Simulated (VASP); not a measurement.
MgO:

```
CELL_PARAMETERS angstrom
2.65982 0.00000 0.00000
0.00000 2.65982 0.00000
0.00000 0.00000 2.65982
ATOMIC_POSITIONS crystal
Mg 0.00000 0.00000 0.00000
O 0.50000 0.50000 0.50000
```

| Quantity | Value |
| --- | --- |
| Program | VASP 6.6.1 |
| Task | relaxation of cell and atoms |
| Functional | r2SCAN |
| Potentials or basis | VASP PAW PBE potentials, release 64 (Mg_sv, O) |
| Cutoff | 920 eV |
| k mesh | 8 × 8 × 8 |
| Occupations | fermi-dirac, width 0.02 eV |
| Spin | no spin polarisation |

At the start: pressure -5.7 GPa; volume 9.41 Å³/atom.

Where does the relaxation end?

Over 3 steps the energy falls by 6.2 meV/atom and the volume is 9.07 Å³/atom (-3.6 %); space group Pm-3m (No. 221, to 0.1 Å) before and after.

Step by step:
```
step  energy change (eV)  largest force (eV/Å)  pressure (GPa)  volume (Å³)
   1              0.0000                0.0000           -5.71        18.82
   2             -0.0111                0.0000            1.91        17.92
   3             -0.0125                0.0000           -0.03        18.13
```

Final structure:
```
Mg O
1.0
     2.62719    0.00000    0.00000
     0.00000    2.62719    0.00000
     0.00000    0.00000    2.62719
Mg O
1 1
Direct
  0.00000 0.00000 0.00000
  0.50000 0.50000 0.50000
```

Caveat: the structure was generated, so it needn't be the stable form of MgO; the PAW data sets were made with another functional, which shifts forces and pressure a little.
